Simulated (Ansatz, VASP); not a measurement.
**One calculation of CoO, two programs**

```xyz
2
Lattice="-1.5080 1.5080 2.1072 1.5080 -1.5080 2.1072 1.5080 1.5080 -2.1072" Properties=species:S:1:pos:R:3 pbc="T T T"
Co    0.0000    0.0000    0.0000
O     0.0000    0.0000    2.1072
```

Alike in both runs: task single point; functional PBEsol; k mesh 20 × 20 × 20; occupations gaussian, width 0.1 eV; collinear spin.

```csv
,VASP,Ansatz
version,VASP 6.6.1,Ansatz 0.2.0
potentials or method,"VASP PAW PBE potentials, release 64 (Co, O), cutoff 520 eV","scalar-relativistic, plane waves, PAW"
valence electrons in the cell,15,23
```

VASP gave:

* gap on the k mesh at the Fermi level (eV): none
* pressure (GPa): -9.7
* traceless stress, the component that is largest in VASP (GPa): 0.14
* net moment per atom (μB): 1.46
* size of the moment on the site where the two differ most (μB): 2.56

Question: Which values does Ansatz return?

Answer: gap on the k mesh at the Fermi level (eV): none; pressure (GPa): -9.1; traceless stress, the component that is largest in VASP (GPa): 0.23; net moment per atom (μB): 1.48; size of the moment on the site where the two differ most (μB): 2.49.

VASP's potentials were made for PBE, not for PBEsol. Site moments also hang on the region over which each program counts them. A gap of «none» marks a metal or a gap that the smearing closes. The functional is the same, so the differences come from potentials, cutoffs and numerics. VASP's potentials hold 15 valence electrons a cell and Ansatz's 23, so a difference there can come from the potentials and not from the codes.
